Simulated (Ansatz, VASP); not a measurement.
Two plane-wave programs on AlN

```
CELL_PARAMETERS angstrom
4.36980 0.00000 0.00000
0.00000 2.18490 -2.18490
0.00000 7.96892 7.96892
ATOMIC_POSITIONS crystal
Al 0.00000 0.00000 0.20562
Al 0.50000 0.50000 0.34271
Al 0.00000 0.00000 0.47980
Al 0.50000 0.50000 0.61689
Al 0.00000 0.00000 0.75398
Al 0.50000 0.50000 0.06853
N 0.75000 0.00000 0.34271
N 0.25000 0.50000 0.47980
N 0.75000 0.00000 0.61689
N 0.25000 0.50000 0.75398
N 0.75000 0.00000 0.06853
N 0.25000 0.50000 0.20562
```

Alike in both runs: task single point; functional r2SCAN; k mesh 5 × 7 × 3; occupations gaussian, width 0.05 eV; no spin polarisation.

|  | VASP | Ansatz |
| --- | --- | --- |
| version | VASP 6.6.1 | Ansatz 0.2.0 |
| potentials or method | VASP PAW PBE potentials, release 64 (Al, N), cutoff 520 eV | scalar-relativistic, plane waves, PAW |
| valence electrons in the cell | 48 | 48 |

```csv
,VASP,Ansatz,Ansatz less VASP
gap on the k mesh at the Fermi level (eV),1.95,1.96,+0.006
least direct gap on the mesh (eV),2.16,2.17,+0.003
pressure (GPa),-5.8,-5.5,+0.27
"traceless stress, the component that is largest in VASP (GPa)",-1.74,-1.70,+0.040
rms of the force components (eV/Å),0.852,0.851,-0.0019
```

VASP's potentials were made for PBE, not for r2SCAN. Atom by atom the forces differ by 0.005 eV/Å (rms over components). With one functional, cell and mesh, what is left measures potentials, basis and numerics.
